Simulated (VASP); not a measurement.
A run of VASP 6.6.1 is set up as follows.

Contents of POSCAR:

```
NaLiCl2
1.0
    1.9286975114      1.1135340274      6.3701744164
   -1.9286975114      1.1135340274      6.3701744164
    0.0000000000     -2.2270680548      6.3701744164
Li Na Cl
1 1 2
Direct
    1.0000000000      0.0000000000      0.0000000000
    0.5000000000      0.5000000000      0.5000000000
    0.2566860802      0.2566860802      0.2566860802
    0.7433139198      0.7433139198      0.7433139198
```

Contents of INCAR.step1:

```
SYSTEM = NaLiCl2
  ALGO = Normal
  EDIFF = 1E-4
  ENCUT = 520
  GGA = PE
  ISMEAR = 0
  LASPH = .True.
  LCHARG = .False.
  LREAL = .False.
  LWAVE = .True.
  NBANDS = 20
  NELM = 60
  PREC = Accurate
  SIGMA = 0.01
```

Contents of INCAR.step2:

```
SYSTEM = NaLiCl2
  ALGO = Normal
  EDIFF = 1E-7
  ENCUT = 520
  ISIF = 2
  ISMEAR = 0
  ISTART = 1
  LASPH = .True.
  LCHARG = .False.
  LMIXTAU = .True.
  LREAL = .False.
  LWAVE = .False.
  METAGGA = R2SCAN
  NBANDS = 20
  NELM = 60
  PREC = Accurate
  SIGMA = 0.01
```

KPOINTS

```
k-points
0
Gamma
  6 6 6
  0 0 0
```

Potentials or basis: VASP PAW PBE potentials, release 64 (Li_sv, Na_pv, Cl).

Run with:

```console
$ cat potpaw_PBE.64/Li_sv/POTCAR potpaw_PBE.64/Na_pv/POTCAR potpaw_PBE.64/Cl/POTCAR > POTCAR
$ cp INCAR.step1 INCAR
$ mpirun -np 1 vasp_std > vasp.out
$ cp INCAR.step2 INCAR
$ mpirun -np 1 vasp_std > vasp.out
```

Task: What does it give for the largest force?

Result: 0.017 eV/Å.

Task: What does it give for the band gap on the k mesh?

Result: 6.20 eV, direct.

Forces in eV/Å, atoms in the order of the input:
```
Li   0.000  0.000  0.000
Na   0.000  0.000  0.000
Cl   0.000  0.000 -0.017
Cl   0.000  0.000  0.017
```

Caveat: the PAW data sets were made with another functional, which shifts forces and pressure a little. A k mesh can miss the band edges.
